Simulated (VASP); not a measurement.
Write the native input for VASP 6.6.1 that does the following.

- Task: single point
- Functional: PBEsol
- Potentials or basis: VASP PAW PBE potentials, release 64 (Al, N)
- Cutoff: 520 eV
- k mesh: 9 × 9 × 6
- Occupations: gaussian, width 0.05 eV
- Spin: no spin polarisation
- Dipole correction: no
- Further INCAR settings: ALGO = Normal; EDIFF = 1e-07; NBANDS = 16

The structure of AlN lies in POSCAR:

```
AlN
1.0
    3.3808000000      0.0000000000      0.0000000000
   -1.6904000000      2.9278586851      0.0000000000
    0.0000000000      0.0000000000      4.0998000000
Al N
2 2
Direct
    0.3333333333      0.6666666667      0.7500000000
    0.6666666667      0.3333333333      0.2500000000
    0.3333333333      0.6666666667      0.2500000000
    0.6666666667      0.3333333333      0.7500000000
```

One way to write it, as run:

INCAR

```
PREC = Accurate ; ENCUT = 520
EDIFF = 1E-7 ; ISMEAR = 0
SIGMA = 0.05 ; LREAL = False
LASPH = True ; NELM = 80
ALGO = Normal ; ISIF = 2
LWAVE = False ; LCHARG = False
GGA = PS ; NBANDS = 16
```

KPOINTS

```
Automatic mesh
0
Gamma
  9 9 6
```

Potentials or basis: VASP PAW PBE potentials, release 64 (Al, N).

Command:

```console
$ cat potpaw_PBE.64/Al/POTCAR potpaw_PBE.64/N/POTCAR > POTCAR
$ mpirun -np 1 vasp_std > vasp.out
```

It gave:

- Pressure: -7.9 GPa
- Band gap on the k mesh: 3.17 eV, direct

Caveat: the PAW data sets were made with another functional, which shifts forces and pressure a little.

Run time: 28 s on 1 thread of Intel(R) Xeon(R) Platinum 8259CL CPU @ 2.50GHz (Skylake/Cascade Lake), with other jobs on the host, peak memory 0.16 GiB.
